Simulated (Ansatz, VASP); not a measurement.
## LiMgBN2 in VASP and in Ansatz

File INCAR:

```
SYSTEM = LiMgBN2
PREC = Accurate
ENCUT = 750
EDIFF = 1E-6
ISMEAR = 0
SIGMA = 0.05
LREAL = .FALSE.
LASPH = .TRUE.
NELM = 120
ALGO = Normal
ISIF = 2
LWAVE = .FALSE.
LCHARG = .FALSE.
GGA = PS
NBANDS = 17
GGA_COMPAT = .FALSE.
```

Contents of KPOINTS:

```
Automatic mesh
0
G
  8 8 8
  0 0 0
```

The input POSCAR:

```
LiMgBN2
1.0
   -2.0215500000      2.0215500000      4.6008000000
    2.0215500000     -2.0215500000      4.6008000000
    2.0215500000      2.0215500000     -4.6008000000
Li Mg B N
1 1 1 2
Direct
    0.2500000000      0.7500000000      0.5000000000
    0.7500000000      0.2500000000      0.5000000000
    0.5000000000      0.5000000000      0.0000000000
    0.6517393865      0.6517393865      0.0000000000
    0.3482606135      0.3482606135      0.0000000000
```

Input for Ansatz:

```yaml
crystal:
  lattice:
    - [-2.02155, 2.02155, 4.6008]
    - [2.02155, -2.02155, 4.6008]
    - [2.02155, 2.02155, -4.6008]
  atoms:
    - { symbol: Li, position: [0.25, 0.75, 0.5] }
    - { symbol: Mg, position: [0.75, 0.25, 0.5] }
    - { symbol: B, position: [0.5, 0.5, 0.0] }
    - { symbol: "N", position: [0.6517393865, 0.6517393865, 0.0] }
    - { symbol: "N", position: [0.3482606135, 0.3482606135, 0.0] }
basis:
  ecutwfc: 520.0
kpoints:
  mp_grid: { grid: [8, 8, 8] }
hamiltonian:
  xc: pbesol
  pseudopotentials: { kind: paw }
scf:
  occupations: { method: gaussian, width: 0.05 }
output:
  forces: true
  stress: true
  eigenvalues: true
```

Alike in both runs: task single point; functional PBEsol; k mesh 8 × 8 × 8; occupations gaussian, width 0.05 eV; no spin polarisation.

```csv
,VASP,Ansatz
version,VASP 6.6.1,Ansatz 0.2.0
potentials or method,"VASP PAW PBE potentials, release 64 (Li_sv, Mg, B, N), cutoff 750 eV","scalar-relativistic, plane waves, PAW"
valence electrons in the cell,18,26
```

```csv
,VASP,Ansatz,Ansatz less VASP
gap on the k mesh at the Fermi level (eV),2.06,2.06,+0.001
least direct gap on the mesh (eV),3.18,3.18,0.000
pressure (GPa),-12.3,-12.1,+0.15
"traceless stress, the component that is largest in VASP (GPa)",-5.74,-5.93,-0.189
rms of the force components (eV/Å),0.523,0.537,+0.0133
```

VASP's potentials were made for PBE, not for PBEsol. Atom by atom the forces differ by 0.013 eV/Å (rms over components). VASP's potentials hold 18 valence electrons a cell and Ansatz's 26, so a difference there can come from the potentials and not from the codes.
